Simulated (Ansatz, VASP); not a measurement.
## One calculation of MgH2, two programs

```xyz
6
Lattice="4.4767 0.0000 0.0000 0.0000 4.4767 0.0000 0.0000 0.0000 2.9925" Properties=species:S:1:pos:R:3 pbc="T T T"
Mg    2.2383    2.2383    1.4963
Mg    0.0000    0.0000    0.0000
H     3.1139    3.1139    0.0000
H     3.6012    0.8755    1.4963
H     1.3628    1.3628    0.0000
H     0.8755    3.6012    1.4963
```

Alike in both runs: task relaxation of the atoms; functional PBE; k mesh 6 × 6 × 9; occupations fermi-dirac, width 0.02 eV; no spin polarisation.

|  | VASP | Ansatz |
| --- | --- | --- |
| version | VASP 6.6.1 | Ansatz 0.2.0 |
| potentials or method | VASP PAW PBE potentials, release 64 (Mg, H) | plane-wave PAW, scalar-relativistic |
| plane-wave cutoff (eV) | 520 | 420 |
| valence electrons in the cell | 8 | 24 |

|  | VASP | Ansatz | Ansatz less VASP |
| --- | --- | --- | --- |
| gap on the k mesh at the Fermi level, each at its own relaxed structure (eV) | 3.94 | 3.95 | +0.009 |

VASP's potentials hold 8 valence electrons a cell and Ansatz's 24, so a difference there can come from the potentials and not from the codes. Ansatz's warnings: stress scf threshold loose.

Noted on VASP's run: the relaxation stopped at its first step, so nothing moved.
